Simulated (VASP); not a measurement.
Here is a VASP 6.6.1 calculation.

The input INCAR:

```
SYSTEM = Si
PREC     = Accurate       ! precision mode
ENCUT    = 520            ! plane-wave cutoff, eV
EDIFF    = 1E-7           ! SCF threshold, eV
ISMEAR   = 0              ! smearing method
SIGMA    = 0.1            ! smearing width, eV
LREAL    = .FALSE.        ! projectors in reciprocal space
LASPH    = .TRUE.         ! aspherical terms in the spheres
NELM     = 80             ! most SCF steps
ALGO     = Normal         ! electronic algorithm
ISIF     = 2              ! what is computed and relaxed
LWAVE    = .FALSE.        ! write WAVECAR
LCHARG   = .TRUE.         ! write CHGCAR
LDIPOL   = .TRUE.       
IDIPOL   = 3            
DIPOL    = 0.5 0.5 0.364
GGA      = PE             ! functional
IVDW     = 12             ! dispersion correction
LELF     = .TRUE.         ! ELF
LVHAR    = .TRUE.       
LVACPOTAV= .TRUE.       
NBANDS   = 16             ! bands
```

Contents of KPOINTS:

```
Automatic mesh
0
G
  9 9 1
  0 0 0
```

File POSCAR:

```
Si
1.0
    3.8472023583      0.0000000000      0.0000000000
   -1.9236011791      3.3317749758      0.0000000000
    0.0000000000      0.0000000000     18.4446971457
Si
4
Direct
    0.3333333333      0.6666666667      0.2695814701
    0.6666666667      0.3333333333      0.2439725610
    0.7777777778      0.2222222222      0.4849468156
    1.1111111111     -0.1111111111      0.4593379065
```

Potentials or basis: VASP PAW PBE potentials, release 64 (Si).

Run with:

```bash
$ cat potpaw_PBE.64/Si/POTCAR > POTCAR
$ mpirun -np 1 vasp_std > vasp.out
```

(1) Predict the largest force.

(2) Estimate the dispersion energy per atom.

(3) Estimate the band gap on the k mesh.

Results:

(1) 0.210 eV/Å.

(2) -0.262 eV.

(3) 0.32 eV, indirect (least direct gap 0.36 eV).
